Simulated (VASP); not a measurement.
# AlN (P6_3mc) in VASP: a series of runs, part 2 of 2

VASP 6.6.1.

## Step 3: Single point, HSE06

This run uses another cell than the first one, of 10.40 Å³/atom.

POSCAR

```
AlN
1.0
    3.1065852000      0.0000000000      0.0000000000
   -1.5532926000      2.6903817000      0.0000000000
    0.0000000000      0.0000000000      4.9781423800
Al N
2 2
Direct
    0.3333333300      0.6666666700     -0.0008149200
    0.6666666700      0.3333333300      0.4991850800
    0.3333333300      0.6666666700      0.3808149200
    0.6666666700      0.3333333300      0.8808149200
```

INCAR.step1

```
ALGO     = Normal         # electronic algorithm
EDIFF    = 1E-5           # SCF threshold, eV
ENCUT    = 520            # plane-wave cutoff, eV
GGA      = PE             # functional
ISIF     = 2              # what is computed and relaxed
ISMEAR   = -1             # smearing method
LASPH    = True           # aspherical terms in the spheres
LCHARG   = False          # write CHGCAR
LREAL    = False          # projectors in reciprocal space
LWAVE    = True           # write WAVECAR
NBANDS   = 16             # bands
NELM     = 80             # most SCF steps
PREC     = Accurate       # precision mode
SIGMA    = 0.02           # smearing width, eV
```

INCAR.step2

```
ALGO     = Normal         # electronic algorithm
EDIFF    = 1E-7           # SCF threshold, eV
ENCUT    = 520            # plane-wave cutoff, eV
GGA      = PE             # functional
HFSCREEN = 0.2079         # screening, 1/A
ISIF     = 2              # what is computed and relaxed
ISMEAR   = -1             # smearing method
ISTART   = 1            
LASPH    = True           # aspherical terms in the spheres
LCHARG   = False          # write CHGCAR
LHFCALC  = True           # exact exchange
LREAL    = False          # projectors in reciprocal space
LWAVE    = False          # write WAVECAR
NBANDS   = 16             # bands
NELM     = 80             # most SCF steps
PREC     = Accurate       # precision mode
PRECFOCK = Normal       
SIGMA    = 0.02           # smearing width, eV
```

KPOINTS

```
k-points
0
Gamma
  6 6 4
```

Potentials or basis: VASP PAW PBE potentials, release 64 (Al, N).

Run with:

```
$ cat potpaw_PBE.64/Al/POTCAR potpaw_PBE.64/N/POTCAR > POTCAR
$ cp INCAR.step1 INCAR
$ mpirun -np 1 vasp_std > vasp.out
$ cp INCAR.step2 INCAR
$ mpirun -np 1 vasp_std > vasp.out
```

Run time: 53 min. Hardware: 1 thread of Intel Xeon 8259CL, shared host; peak memory 0.26 GiB.

The run converged. Its results:

```yaml
Free_energy: -34.8947 eV
Pressure: -0.8 GPa
Largest_force: 0.006 eV/Å
Band_gap_on_the_k_mesh: 5.59 eV
```

Forces in eV/Å, atoms in the order of the input:
```
Al   0.000  0.000 -0.006
Al   0.000  0.000 -0.006
N    0.000  0.000  0.006
N    0.000  0.000  0.006
```

Stress tensor (GPa, compression positive):
```
-0.71  0.00  0.00
 0.00 -0.71  0.00
 0.00  0.00 -0.87
```

Levels at points of the mesh, in eV from the valence-band top:
```csv
k point,band 6,band 7,band 8,band 9,band 10,band 11
"(0.00, 0.00, 0.00)",-0.23,-0.23,0.00,5.59,8.17,12.49
"(0.50, 0.00, 0.00)",-2.30,-1.90,-0.77,7.17,7.19,9.75
"(0.00, 0.00, 0.50)",-0.60,-0.60,-0.60,7.98,7.98,12.03
"(0.50, 0.00, 0.50)",-1.62,-1.49,-1.49,6.66,6.66,10.81
```

Caveat: the PAW data sets were made with another functional, which shifts forces and pressure a little.

## Step 4: Relaxation of the atoms, r2SCAN

This run uses another cell than the first one, of 9.78 Å³/atom.

POSCAR

```
AlN
1.0
    3.0431677100      0.0000000000      0.0000000000
   -1.5215838500      2.6354605400      0.0000000000
    0.0000000000      0.0000000000      4.8765191200
Al N
2 2
Direct
    0.3333333300      0.6666666700     -0.0008149200
    0.6666666700      0.3333333300      0.4991850800
    0.3333333300      0.6666666700      0.3808149200
    0.6666666700      0.3333333300      0.8808149200
```

INCAR.step1

```
SYSTEM = AlN
  ALGO = Normal
  EDIFF = 1E-4
  ENCUT = 520
  GGA = PE
  ISMEAR = -1
  LASPH = .TRUE.
  LCHARG = .FALSE.
  LREAL = .FALSE.
  LWAVE = .TRUE.
  NELM = 100
  PREC = Accurate
  SIGMA = 0.02
```

INCAR.step2

```
SYSTEM = AlN
  ALGO = Normal
  EDIFF = 1E-6
  EDIFFG = -0.01
  ENCUT = 520
  IBRION = 2
  ISIF = 2
  ISMEAR = -1
  ISTART = 1
  LASPH = .TRUE.
  LCHARG = .FALSE.
  LMIXTAU = .TRUE.
  LREAL = .FALSE.
  LWAVE = .FALSE.
  METAGGA = R2SCAN
  NELM = 100
  NSW = 50
  PREC = Accurate
  SIGMA = 0.02
```

KPOINTS

```
k-points
0
G
  12 12 6
  0 0 0
```

Potentials or basis: VASP PAW PBE potentials, release 64 (Al, N).

Run with:

```
$ cat potpaw_PBE.64/Al/POTCAR potpaw_PBE.64/N/POTCAR > POTCAR
$ cp INCAR.step1 INCAR
$ mpirun -np 1 vasp_std > vasp.out
$ cp INCAR.step2 INCAR
$ mpirun -np 1 vasp_std > vasp.out
```

OUTCAR:

```text
SYSTEM = AlN
   EDIFF = 1E-6
   EDIFFG = -0.01
   ENCUT = 520
   IBRION = 2
   ISIF = 2
   ISMEAR = -1
   ISTART = 1
   LASPH = .TRUE.
   LREAL = .FALSE.
   METAGGA = R2SCAN
   NELM = 100
   NSW = 50
   PREC = Accurate

 ion  position               nearest neighbor table
   1  0.333  0.667  0.999-   4 1.85   4 1.85   4 1.85   3 1.86   2 3.01   2 3.01   2 3.01   2 3.01
                             2 3.01   2 3.01
   2  0.667  0.333  0.499-   3 1.85   3 1.85   3 1.85   4 1.86   1 3.01   1 3.01   1 3.01   1 3.01
                             1 3.01   1 3.01
   3  0.333  0.667  0.381-   2 1.85   2 1.85   2 1.85   1 1.86
   4  0.667  0.333  0.881-   1 1.85   1 1.85   1 1.85   2 1.86

  LATTYP: Found a hexagonal cell.
 ALAT       =     3.0431677100
 C/A-ratio  =     1.6024483646

  Lattice vectors:

 A1 = (   3.0431677100,   0.0000000000,   0.0000000000)
 A2 = (  -1.5215838500,   2.6354605400,   0.0000000000)
 A3 = (   0.0000000000,   0.0000000000,   4.8765191200)

Analysis of symmetry for initial positions (statically):
=====================================================================
 Subroutine PRICEL returns:
 Original cell was already a primitive cell.

 Routine SETGRP: Setting up the symmetry group for a
 hexagonal supercell.

 Subroutine GETGRP returns: Found 12 space group operations
[... 247 lines left out ...]

 number of electron      15.9999999 magnetization

 Free energy of the ion-electron system (eV)
  ---------------------------------------------------
  ext. energy  EPLUGINS =         0.00000000
  ---------------------------------------------------
  free energy    TOTEN  =       -38.34962112 eV

  energy without entropy =      -38.34962112  energy(sigma->0) =      -38.34962112

 E-fermi :   6.9291     XC(G=0): -11.7024

 val. band max:        6.5318011023   @ k =   0.0000   0.0000   0.0000
 cond. band min:      12.0327368547   @ k =   0.0000   0.0000   0.0000
 fundamental gap:      5.5009357525
 Fermi energy:         6.9290584585

 k-point     1 :       0.0000    0.0000    0.0000
  band No.  band energies     occupation
      1      -9.8411      2.00000
      2      -7.5220      2.00000
      3       0.1671      2.00000
      4       5.6089      2.00000
      5       5.6089      2.00000
      6       6.2825      2.00000
      7       6.2825      2.00000
      8       6.5318      2.00000
      9      12.0327      0.00000
     10      14.6449      0.00000
     11      18.6925      0.00000
     12      19.0369      0.00000
[... 331 lines left out ...]
 k-point    24 :       0.3333   -0.0000    0.1667
  band No.  band energies     occupation
      1      -8.4079      2.00000
      2      -7.0787      2.00000
      3       1.3456      2.00000
      4       2.3910      2.00000
      5       3.0149      2.00000
      6       4.6397      2.00000
      7       5.6951      2.00000
      8       5.8317      2.00000
      9      13.3750      0.00000
     10      14.1893      0.00000
     11      16.4214      0.00000
     12      18.1763      0.00000

 [... further k-points ...]

------------------------ aborting loop because EDIFF is reached ----------------------------------------

  FORCE on cell =-STRESS in cart. coord.  units (eV):
  Direction    XX          YY          ZZ          XY          YZ          ZX
  --------------------------------------------------------------------------------------
  -------------------------------------------------------------------------------------
  Total        3.6303611      3.6303611      3.2884464      0.0000000     -0.0000000      0.0000000
  in kB      148.7195516    148.7195511    134.7128478      0.0000003     -0.0000000      0.0000000
  external PRESSURE =     144.0506502 kB  Pullay stress =       0.0000000 kB
[... 19 lines left out ...]
  FREE ENERGIE OF THE ION-ELECTRON SYSTEM (eV)
  ---------------------------------------------------
  free  energy   TOTEN  =       -38.3496211154 eV

  energy  without entropy=      -38.3496211153  energy(sigma->0) =      -38.34962112

 reached required accuracy - stopping structural energy minimisation
```

It took 4.9 min on 1 thread of Intel Xeon 8259CL, shared host; peak memory 0.18 GiB.

Results:

```yaml
Free_energy: -38.3496 eV
Energy_gained_by_relaxing: 0.0 meV/atom
Ionic_steps: 3
Pressure_after_relaxing: 14.4 GPa
Band_gap_on_the_k_mesh: 5.50 eV
```

Stress tensor (GPa, compression positive):
```
14.87  0.00  0.00
 0.00 14.87  0.00
 0.00  0.00 13.47
```

Final structure:
```yaml
crystal:
  lattice:
    - [3.04317, 0.00000, 0.00000]
    - [-1.52158, 2.63546, 0.00000]
    - [0.00000, 0.00000, 4.87652]
  atoms:
    - { symbol: Al, position: [0.33333, 0.66667, 0.99899] }
    - { symbol: Al, position: [0.66667, 0.33333, 0.49899] }
    - { symbol: N, position: [0.33333, 0.66667, 0.38101] }
    - { symbol: N, position: [0.66667, 0.33333, 0.88101] }
```

Caveat: the PAW data sets were made with another functional, which shifts forces and pressure a little. r2SCAN opens gaps a little over a GGA but as a rule still falls short of measured ones.

## Step 5: Relaxation of the atoms, r2SCAN

This run uses another cell than the first one, of 10.19 Å³/atom.

POSCAR

```
AlN
1.0
    3.0857350100      0.0000000000      0.0000000000
   -1.5428675000      2.6723249000      0.0000000000
    0.0000000000      0.0000000000      4.9447310200
Al N
2 2
Direct
    0.3333333300      0.6666666700     -0.0008149200
    0.6666666700      0.3333333300      0.4991850800
    0.3333333300      0.6666666700      0.3808149200
    0.6666666700      0.3333333300      0.8808149200
```

INCAR.step1

```
  PREC = Accurate
  ENCUT = 520
  ISMEAR = -1
  SIGMA = 0.02
  LREAL = False
  LASPH = True
  NELM = 100
  GGA = PE
  ALGO = Normal
  EDIFF = 1E-4
  LWAVE = True
  LCHARG = False
```

INCAR.step2

```
  PREC = Accurate
  ENCUT = 520
  EDIFF = 1E-7
  ISMEAR = -1
  SIGMA = 0.02
  LREAL = False
  LASPH = True
  NELM = 100
  ALGO = Normal
  ISIF = 2
  LWAVE = False
  LCHARG = False
  METAGGA = R2SCAN
  LMIXTAU = True
  IBRION = 2
  NSW = 50
  EDIFFG = -0.01
  ISTART = 1
```

KPOINTS

```
regular mesh
0
Gamma
  12 12 6
```

Run with:

```
$ cat potpaw_PBE.64/Al/POTCAR potpaw_PBE.64/N/POTCAR > POTCAR
$ cp INCAR.step1 INCAR
$ mpirun -np 1 vasp_std > vasp.out
$ cp INCAR.step2 INCAR
$ mpirun -np 1 vasp_std > vasp.out
```

Wall time 2.8 min (1 thread of Intel Xeon 8259CL, shared host); peak memory 0.18 GiB.

It converged, with:

```yaml
Free_energy: -38.4459 eV
Pressure_after_relaxing: 4.1 GPa
Largest_force_after_relaxing: 0.010 eV/Å
Band_gap_on_the_k_mesh: 5.11 eV
```

Forces on the atoms (eV/Å):
```
Al   0.000  0.000 -0.010
Al   0.000  0.000 -0.010
N    0.000  0.000  0.010
N    0.000  0.000  0.010
```

Stress tensor (GPa, compression positive):
```
4.19 0.00 0.00
0.00 4.19 0.00
0.00 0.00 3.90
```

Final structure:
```
Al N
1.0
     3.08574    0.00000    0.00000
    -1.54287    2.67232    0.00000
     0.00000    0.00000    4.94473
Al N
2 2
Direct
  0.33333 0.66667 0.99918
  0.66667 0.33333 0.49919
  0.33333 0.66667 0.38081
  0.66667 0.33333 0.88081
```

Levels at points of the mesh, in eV from the valence-band top:
| k point | band 5 | band 6 | band 7 | band 8 | band 9 | band 10 | band 11 | band 12 |
| --- | --- | --- | --- | --- | --- | --- | --- | --- |
| (0.00, 0.00, 0.00) | -0.89 | -0.23 | -0.23 | 0.00 | 5.11 | 7.73 | 11.79 | 12.20 |
| (0.50, 0.00, 0.00) | -3.44 | -2.17 | -1.80 | -0.71 | 6.50 | 6.64 | 9.24 | 11.41 |
| (0.00, 0.00, 0.50) | -0.57 | -0.57 | -0.57 | -0.57 | 7.45 | 7.45 | 11.49 | 11.49 |
| (0.50, 0.00, 0.50) | -1.52 | -1.52 | -1.41 | -1.41 | 6.08 | 6.08 | 10.28 | 10.28 |

Caveat: the relaxation stopped at its first step, so nothing moved; the PAW data sets were made with another functional, which shifts forces and pressure a little.

## Step 6: Summary

| task | level | cell | k mesh | grid for exact exchange (PRECFOCK) | share of exact exchange | screening parameter | gap on the mesh (eV) | pressure (GPa) | largest force (eV/Å) |
| --- | --- | --- | --- | --- | --- | --- | --- | --- | --- |
| relaxation of the atoms | r2SCAN | atoms relaxed from a = 3.127, b = 3.127, c = 5.011 Å, angles 90.0, 90.0, 120.0°, 4 atoms | 12 × 12 × 6 | - | - | - | 4.74 | -4.4 | 0.01 |
| single point | HSE06 | a = 3.107, b = 3.107, c = 4.978 Å, angles 90.0, 90.0, 120.0°, 4 atoms | 6 × 6 × 4 | Normal | 0.25 | 0.2079 1/Å | 5.59 | -0.8 | 0.01 |
| relaxation of the atoms | r2SCAN | atoms relaxed from a = 3.043, b = 3.043, c = 4.877 Å, angles 90.0, 90.0, 120.0°, 4 atoms | 12 × 12 × 6 | - | - | - | 5.50 | 14.4 | - |
| relaxation of the atoms | r2SCAN | atoms relaxed from a = 3.086, b = 3.086, c = 4.945 Å, angles 90.0, 90.0, 120.0°, 4 atoms | 12 × 12 × 6 | - | - | - | 5.11 | 4.1 | 0.01 |

Alike in all rows: potentials or basis VASP PAW PBE potentials, release 64 (Al, N); no spin polarisation; cutoff (eV) 520; smearing fermi-dirac 0.02 eV.

Caveats: the PAW data sets were made with another functional, which shifts forces and pressure a little; the relaxation stopped at its first step, so nothing moved (at least some runs).

Total energies depend on the potentials used, so only differences within one code and one set of settings carry meaning.

## Step 7: Against experiment

Step 3. A measured gap of AlN is 6.034 eV (an exciton energy, a little under the gap; 10 K; quoted in “Self-assembly of well-separated AlN nanowires directly on sputtered metallic TiN films”, 2019, arxiv:1910.07391); the calculated 5.59 eV misses it by -0.44 eV. 2 values of this kind are on record (6.034 to 6.0343 eV); this one was drawn at random. The value is that of HSE06, without temperature or zero-point motion.
